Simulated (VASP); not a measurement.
Wanted: the native input for a VASP 6.6.1 run.

| Quantity | Value |
| --- | --- |
| Task | electric field gradients |
| Functional | LDA |
| Potentials or basis | VASP PAW LDA potentials, release 64 (Ta_pv, S) |
| Cutoff | 400 eV |
| k mesh | 9 × 9 × 5 |
| Occupations | fermi-dirac, width 0.03 eV |
| Spin | no spin polarisation |
| Dipole correction | no |
| Further INCAR settings | ALGO = Normal; EDIFF = 1e-08; NBANDS = 18 |

The structure of TaS2 lies in POSCAR:

```
TaS2
1.0
    3.3500021206      0.0000000000      0.0000000000
   -1.6750010603      2.9011869392      0.0000000000
    0.0000000000      0.0000000000      5.6842000000
Ta S
1 2
Direct
    0.0000000000      0.0000000000      0.0000000000
    0.3333333333      0.6666666667      0.2500000000
    0.6666666667      0.3333333333      0.7500000000
```

This cell differs from its parent crystal: zz strain of -3 %.

The input as run:

INCAR

```
SYSTEM = TaS2
PREC = Accurate
ENCUT = 400
EDIFF = 1E-8
ISMEAR = -1
SIGMA = 0.03
LREAL = .FALSE.
LASPH = .TRUE.
NELM = 120
ALGO = Normal
ISIF = 2
LWAVE = .FALSE.
LCHARG = .FALSE.
GGA = CA
LEFG = .TRUE.
NBANDS = 18
GGA_COMPAT = .FALSE.
```

KPOINTS

```
regular mesh
0
G
  9 9 5
  0 0 0
```

Potentials or basis: VASP PAW LDA potentials, release 64 (Ta_pv, S).

The run is started by

```bash
$ cat potpaw_LDA.64/Ta_pv/POTCAR potpaw_LDA.64/S/POTCAR > POTCAR
$ mpirun -np 1 vasp_std > vasp.out
```

Results of the run:

The pressure is 6.4 GPa and the largest force is 1.561 eV/Å.

Caveat: the cell differs from its parent crystal (zz strain of -3 %); without QUAD_EFG the Cq values of the log hold for a quadrupole moment of 1 mb, not for the nuclei; forces of over 1 eV/Å act on the atoms, so gaps and moduli don't describe the material at rest.

Wall time 29 s on 1 thread of Intel(R) Xeon(R) Platinum 8259CL CPU @ 2.50GHz (Skylake/Cascade Lake), with other jobs on the host, peak memory 0.16 GiB.
